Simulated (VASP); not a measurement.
# C (Fd-3m) in VASP: further runs

The runs below take C through vibrations by perturbation theory, with PBEsol.

Program: VASP 6.6.1. These are calculated values, not measurements. Logs are shortened: lines on timing, memory, paths and dates and some standing lists are left out, and cuts for length are marked.

### 1 The cell of the first run

Symmetry: Fd-3m, No. 227, cubic system. Conventional cell: a = 3.526 Å, b = 3.526 Å, c = 3.526 Å, α = 90.00°, β = 90.00°, γ = 90.00°. Within 2.0 Å of C (site symmetry -43m) lie 4 C at 1.53 Å.

### 2 Vibrations by perturbation theory, PBEsol

Contents of INCAR:

```
SYSTEM = C
ALGO = Normal ; EDIFF = 1E-8
ENCUT = 520 ; GGA = PS
IBRION = 8 ; ISIF = 2
ISMEAR = 0 ; LASPH = .TRUE.
LCHARG = .FALSE. ; LEPSILON = .TRUE.
LREAL = .FALSE. ; LWAVE = .FALSE.
NELM = 100 ; NSW = 1
PREC = Accurate ; SIGMA = 0.01
```

Contents of KPOINTS:

```
k-points
0
G
  12 12 12
  0 0 0
```

Contents of POSCAR:

```
C
1.0
    0.0000000000      1.7630949044      1.7630949044
    1.7630949044      0.0000000000      1.7630949044
    1.7630949044      1.7630949044      0.0000000000
C
2
Direct
    0.5000000000      0.5000000000      0.5000000000
    0.7500000000      0.7500000000      0.7500000000
```

Potentials or basis: VASP PAW PBE potentials, release 64 (C).

Launch:

```sh
$ cat potpaw_PBE.64/C/POTCAR > POTCAR
$ mpirun -np 1 vasp_std > vasp.out
```

OUTCAR:

```text
SYSTEM = C
   EDIFF = 1E-8
   ENCUT = 520
   GGA = PS
   IBRION = 8
   ISIF = 2
   ISMEAR = 0
   LASPH = .TRUE.
   LEPSILON = .TRUE.
   LREAL = .FALSE.
   NELM = 100
   NSW = 1
   PREC = Accurate

 ion  position               nearest neighbor table
   1  0.500  0.500  0.500-   2 1.53   2 1.53   2 1.53   2 1.53
   2  0.750  0.750  0.750-   1 1.53   1 1.53   1 1.53   1 1.53

  LATTYP: Found a face centered cubic cell.
 ALAT       =     3.5261898088

  Lattice vectors:

 A1 = (   0.0000000000,   1.7630949044,   1.7630949044)
 A2 = (   1.7630949044,   0.0000000000,   1.7630949044)
 A3 = (   1.7630949044,   1.7630949044,   0.0000000000)

Analysis of symmetry for initial positions (statically):
=====================================================================
 Subroutine PRICEL returns:
 Original cell was already a primitive cell.

 Routine SETGRP: Setting up the symmetry group for a
 face centered cubic supercell.

 Subroutine GETGRP returns: Found 48 space group operations
 (whereof 24 operations were pure point group operations)
 out of a pool of 48 trial point group operations.

The static configuration has the point symmetry T_d .
 The point group associated with its full space group is O_h .

Analysis of symmetry for dynamics (positions and initial velocities):
=====================================================================
 Subroutine PRICEL returns:
 Original cell was already a primitive cell.

 Routine SETGRP: Setting up the symmetry group for a
 face centered cubic supercell.

 Subroutine GETGRP returns: Found 48 space group operations
 (whereof 24 operations were pure point group operations)
 out of a pool of 48 trial point group operations.

The dynamic configuration has the point symmetry T_d .
 The point group associated with its full space group is O_h .

 Subroutine INISYM returns: Found 48 space group operations
 (whereof 24 operations are pure point group operations),
 and found     1 'primitive' translations

----------------------------------------------------------------------------------------

                                     Primitive cell

  volume of cell :      10.9612

  direct lattice vectors                    reciprocal lattice vectors
     0.000000000  1.763094904  1.763094904    -0.283592221  0.283592221  0.283592221
     1.763094904  0.000000000  1.763094904     0.283592221 -0.283592221  0.283592221
     1.763094904  1.763094904  0.000000000     0.283592221  0.283592221 -0.283592221

  length of vectors
     2.493392726  2.493392726  2.493392726     0.491196136  0.491196136  0.491196136

  position of ions in fractional coordinates (direct lattice)
     0.500000000  0.500000000  0.500000000
     0.750000000  0.750000000  0.750000000

  ion indices of the primitive-cell ions
   primitive index   ion index
                 1           1
                 2           2

----------------------------------------------------------------------------------------

 KPOINTS: k-points

Automatic generation of k-mesh.
 Grid dimensions read from file:
 generate k-points for:   12   12   12

 Generating k-lattice:

  Cartesian coordinates                     Fractional coordinates (reciprocal lattice)
    -0.023632685  0.023632685  0.023632685     0.083333333  0.000000000  0.000000000
     0.023632685 -0.023632685  0.023632685     0.000000000  0.083333333  0.000000000
[... 408 lines left out ...]
 ------------------------------------------------------

 Free energy of the ion-electron system (eV)
  ---------------------------------------------------
  ---------------------------------------------------
  free energy    TOTEN  =        -0.15619316 eV

  energy without entropy =       -0.15619316

------------------------ aborting loop because EDIFF is reached ----------------------------------------

--------------------------------------- Ionic step        2  -------------------------------------------

------------------------ aborting loop because EDIFF is reached ----------------------------------------

--------------------------------------- Ionic step        3  -------------------------------------------

------------------------ aborting loop because EDIFF is reached ----------------------------------------

 PIEZOELECTRIC TENSOR FIELD DIRECTION 3  (e Angst)
 -----------------------------------------------------------------------------
    -0.00010  0.00000  0.00000           ( -0.00000  0.00000  0.00000)
     0.00000 -0.00010  0.00000           (  0.00000 -0.00000  0.00000)
     0.00000  0.00000 -0.00025           (  0.00000  0.00000 -0.00001)

 PIEZOELECTRIC TENSOR FIELD DIRECTION 3  (C/m^2)
 -----------------------------------------------------------------------------
    -0.00014  0.00000  0.00000
     0.00000 -0.00014  0.00000
     0.00000  0.00000 -0.00037

--------------------------------------- Ionic step        4  -------------------------------------------

 Free energy of the ion-electron system (eV)
  ---------------------------------------------------
  ---------------------------------------------------
  free energy    TOTEN  =        -0.11220328 eV

  energy without entropy =       -0.11220328

------------------------ aborting loop because EDIFF is reached ----------------------------------------

 INTERNAL STRAIN TENSOR  FOR ION    1  DIRECTION 1   (eV/Angst):
 -----------------------------------------------------------------------------
     0.00547  0.00000  0.00000
     0.00000 -0.00223  5.34209
     0.00000  5.34209 -0.00223

 MACROSCOPIC STATIC DIELECTRIC TENSOR (including local field effects in DFT)
 ------------------------------------------------------
           5.837063    -0.000000    -0.000000
          -0.000000     5.837063     0.000000
          -0.000000     0.000000     5.837063
 ------------------------------------------------------

 PIEZOELECTRIC TENSOR (including local field effects)  for field in x, y, z        (e  Angst)
          XX          YY          ZZ          XY          YZ          ZX
  --------------------------------------------------------------------------------
  x     0.00000    -0.00000     0.00000     0.00000     0.00000     0.00000
  y     0.00000    -0.00000     0.00000     0.00000    -0.00000    -0.00000
  z     0.00000     0.00000     0.00000     0.00000     0.00000     0.00000

 PIEZOELECTRIC TENSOR (including local field effects)  for field in x, y, z        (C/m^2)
          XX          YY          ZZ          XY          YZ          ZX
  --------------------------------------------------------------------------------
  x     0.00000    -0.00000     0.00000     0.00000     0.00000     0.00000
  y     0.00000    -0.00000     0.00000     0.00000    -0.00000    -0.00000
  z     0.00000     0.00000     0.00000     0.00000     0.00000     0.00000

 BORN EFFECTIVE CHARGES (including local field effects) (in |e|, cummulative output)
 ---------------------------------------------------------------------------------
 ion    1
    1     0.00000     0.00000    -0.00000
    2     0.00000     0.00000    -0.00000
    3     0.00000     0.00000     0.00000
 ion    2
    1     0.00000     0.00000     0.00000
    2     0.00000    -0.00000     0.00000
    3    -0.00000    -0.00000    -0.00000

 INTERNAL STRAIN TENSOR FOR ION    2 for displacements in x,y,z  (eV/Angst):
          X           Y           Z          XY          YZ          ZX
  --------------------------------------------------------------------------------
  x    -0.00000     0.00000     0.00000     0.00000    -5.34209     0.00000
  y     0.00000     0.00000     0.00000     0.00000     0.00000    -5.34209
  z     0.00000     0.00000    -0.00000    -5.34209     0.00000     0.00000

 SECOND DERIVATIVES (NOT SYMMETRIZED)
 ------------------------------------
               1X          1Y          1Z          2X          2Y          2Z
  1X   -39.684791    0.000000    0.000000   39.684791    0.000000    0.000000
  1Y     0.000000  -39.684791    0.000000    0.000000   39.684791    0.000000
  1Z     0.000000    0.000000  -39.684791    0.000000    0.000000   39.684791
  2X    39.684791    0.000000    0.000000  -39.684791    0.000000    0.000000
  2Y     0.000000   39.684791    0.000000    0.000000  -39.684791    0.000000
  2Z     0.000000    0.000000   39.684791    0.000000    0.000000  -39.684791

 Eigenvectors and eigenvalues of the dynamical matrix
 ----------------------------------------------------

   1 f  =   40.187241 THz   252.503880 2PiTHz 1340.502059 cm-1   166.200998 meV
             X         Y         Z           dx          dy          dz
      1.763095  1.763095  1.763095     0.000000   -0.707107    0.000000
      2.644642  2.644642  2.644642     0.000000    0.707107    0.000000
[... 21 lines left out ...]
   6 f  =    0.000000 THz     0.000000 2PiTHz    0.000000 cm-1     0.000000 meV
             X         Y         Z           dx          dy          dz
      1.763095  1.763095  1.763095     0.000000    0.000000    0.707107
      2.644642  2.644642  2.644642     0.000000    0.000000    0.707107

--------------------------------------------------------------------------------------------------------

 MACROSCOPIC STATIC DIELECTRIC TENSOR IONIC CONTRIBUTION
 ------------------------------------------------------
           0.000000     0.000000    -0.000000
           0.000000     0.000000     0.000000
          -0.000000     0.000000     0.000000
 ------------------------------------------------------

 ELASTIC MODULI CONTR FROM IONIC RELAXATION (kBar)
 Direction    XX          YY          ZZ          XY          YZ          ZX
 --------------------------------------------------------------------------------
 XX          -0.0000      0.0000      0.0000      0.0000     -0.0000      0.0000
 YY           0.0000     -0.0000      0.0000      0.0000      0.0000      0.0000
 ZZ           0.0000      0.0000     -0.0000     -0.0000      0.0000      0.0000
 XY           0.0000      0.0000     -0.0000   -105.1118      0.0000      0.0000
 YZ          -0.0000      0.0000      0.0000      0.0000   -105.1118      0.0000
 ZX           0.0000      0.0000      0.0000      0.0000      0.0000   -105.1118
 --------------------------------------------------------------------------------

 PIEZOELECTRIC TENSOR IONIC CONTR  for field in x, y, z        (C/m^2)
          XX          YY          ZZ          XY          YZ          ZX
  --------------------------------------------------------------------------------
  x     0.00000     0.00000    -0.00000    -0.00000     0.00000     0.00000
  y     0.00000    -0.00000    -0.00000    -0.00000     0.00000     0.00000
  z     0.00000    -0.00000     0.00000     0.00000     0.00000     0.00000
```

Run time: 63 s. Hardware: 1 thread of Intel Xeon Platinum 8488C (Sapphire Rapids), shared host; peak memory 0.18 GiB.

What came out:

| Quantity | Value |
| --- | --- |
| Electronic dielectric tensor (diagonal) | 5.84 |
| Born charges (mean of the diagonal) | C +0.00 e |
| Highest phonon frequency at Γ | 1341 cm⁻¹ |

Phonon frequencies in cm⁻¹ (negative: imaginary):
```csv
q point,frequencies
"(0.000, 0.000, 0.000)",0 0 0 1341 1341 1341
```

Electronic dielectric tensor:
```
5.84 0.00 0.00
0.00 5.84 0.00
0.00 0.00 5.84
```

Born effective charge tensors (e):
atom 1, C
```
0.00 0.00 0.00
0.00 0.00 0.00
0.00 0.00 0.00
```
atom 2, C
```
0.00 0.00 0.00
0.00 0.00 0.00
0.00 0.00 0.00
```

Caveat: the cell wasn't relaxed at this level first, which shifts response properties; the PAW data sets were made with another functional, which shifts forces and pressure a little.

### 3 Vibrations by perturbation theory, PBEsol

This run uses another cell than the first one, of 5.36 Å³/atom, 0.979 times its volume.

Contents of INCAR:

```
SYSTEM = C
  PREC = Accurate
  ENCUT = 520
  EDIFF = 1E-8
  ISMEAR = 0
  SIGMA = 0.01
  LREAL = .False.
  LASPH = .True.
  NELM = 60
  ALGO = Normal
  ISIF = 2
  LWAVE = .False.
  LCHARG = .False.
  GGA = PS
  NBANDS = 11
  IBRION = 8
  NSW = 1
  LEPSILON = .True.
```

Contents of KPOINTS:

```
Automatic mesh
0
Gamma
  12 12 12
  0 0 0
```

Contents of POSCAR:

```
C
1.0
    0.0000000000      1.7504341278      1.7504341278
    1.7504341278      0.0000000000      1.7504341278
    1.7504341278      1.7504341278      0.0000000000
C
2
Direct
    0.5000000000      0.5000000000      0.5000000000
    0.7500000000      0.7500000000      0.7500000000
```

Potentials or basis: VASP PAW PBE potentials, release 64 (C).

Launch:

```sh
$ cat potpaw_PBE.64/C/POTCAR > POTCAR
$ mpirun -np 1 vasp_std > vasp.out
```

OUTCAR:

```text
SYSTEM = C
   PREC = Accurate
   ENCUT = 520
   EDIFF = 1E-8
   ISMEAR = 0
   LREAL = .False.
   LASPH = .True.
   NELM = 60
   ISIF = 2
   GGA = PS
   IBRION = 8
   NSW = 1
   LEPSILON = .True.

 ion  position               nearest neighbor table
   1  0.500  0.500  0.500-   2 1.52   2 1.52   2 1.52   2 1.52
   2  0.750  0.750  0.750-   1 1.52   1 1.52   1 1.52   1 1.52

  LATTYP: Found a face centered cubic cell.
 ALAT       =     3.5008682556

[... 659 lines left out ...]
      2.625651  2.625651  2.625651     0.000000    0.707107    0.000000
[... 21 lines left out ...]
   6 f  =    0.000000 THz     0.000000 2PiTHz    0.000000 cm-1     0.000000 meV
             X         Y         Z           dx          dy          dz
      1.750434  1.750434  1.750434     0.000000    0.000000    0.707107
      2.625651  2.625651  2.625651     0.000000    0.000000    0.707107

--------------------------------------------------------------------------------------------------------

 MACROSCOPIC STATIC DIELECTRIC TENSOR IONIC CONTRIBUTION
 ------------------------------------------------------
           0.000000     0.000000    -0.000000
           0.000000     0.000000    -0.000000
          -0.000000    -0.000000     0.000000
 ------------------------------------------------------

 ELASTIC MODULI CONTR FROM IONIC RELAXATION (kBar)
 Direction    XX          YY          ZZ          XY          YZ          ZX
 --------------------------------------------------------------------------------
 XX          -0.0000     -0.0000      0.0000      0.0000     -0.0000     -0.0000
 YY          -0.0000     -0.0000     -0.0000      0.0000      0.0000     -0.0000
 ZZ           0.0000     -0.0000     -0.0000     -0.0000      0.0000     -0.0000
 XY           0.0000      0.0000     -0.0000   -158.4734      0.0000      0.0000
 YZ          -0.0000      0.0000      0.0000      0.0000   -158.4734      0.0000
 ZX          -0.0000     -0.0000     -0.0000      0.0000      0.0000   -158.4734
 --------------------------------------------------------------------------------

 PIEZOELECTRIC TENSOR IONIC CONTR  for field in x, y, z        (C/m^2)
          XX          YY          ZZ          XY          YZ          ZX
  --------------------------------------------------------------------------------
  x    -0.00000     0.00000     0.00000     0.00000    -0.00000     0.00000
  y     0.00000     0.00000     0.00000     0.00000     0.00000     0.00000
  z    -0.00000    -0.00000     0.00000     0.00000     0.00000    -0.00000
```

stdout:

```text
POSCAR found type information on POSCAR C
 POSCAR found :  1 types and       2 ions
 scaLAPACK will be used
 -----------------------------------------------------------------------------
|                                                                             |
|                                                                             |
|     You enforced a specific xc type in the INCAR file but a different       |
[... 34 lines left out ...]
  Direction:   3
 dielectric tensor                  component  3 :     0.210     1.001     5.807
 Linear response DOF=           1
 Linear response progress:
 first order change of Fermi-energy   0.99110E+00
 force on displaced ion       1 direction 1 : -41.424   0.000   0.000
 Born effective charge ion    1 direction 1 :  -0.000   0.000   0.000
 Born effective charges drift removed
 Linear response finished
```

Run time: 69 s. Hardware: 1 thread of Intel Xeon Platinum 8488C (Sapphire Rapids), shared host; peak memory 0.17 GiB.

Results:

```yaml
Electronic_dielectric_tensor_diagonal: 5.81
Born_charges_mean_of_the_diagonal: C +0.00 e
Highest_phonon_frequency_at_Γ: 1370 cm⁻¹
```

Phonon frequencies in cm⁻¹ (negative: imaginary):
| q point | frequencies |
| --- | --- |
| (0.000, 0.000, 0.000) | 0 0 0 1370 1370 1370 |

Electronic dielectric tensor:
```
5.81 0.00 0.00
0.00 5.81 0.00
0.00 0.00 5.81
```

Born effective charge tensors (e):
atom 1, C
```
0.00 0.00 0.00
0.00 0.00 0.00
0.00 0.00 0.00
```
atom 2, C
```
0.00 0.00 0.00
0.00 0.00 0.00
0.00 0.00 0.00
```

Caveat: the cell wasn't relaxed at this level first, which shifts response properties; the PAW data sets were made with another functional, which shifts forces and pressure a little.

(Continued in part 2 of 2.)
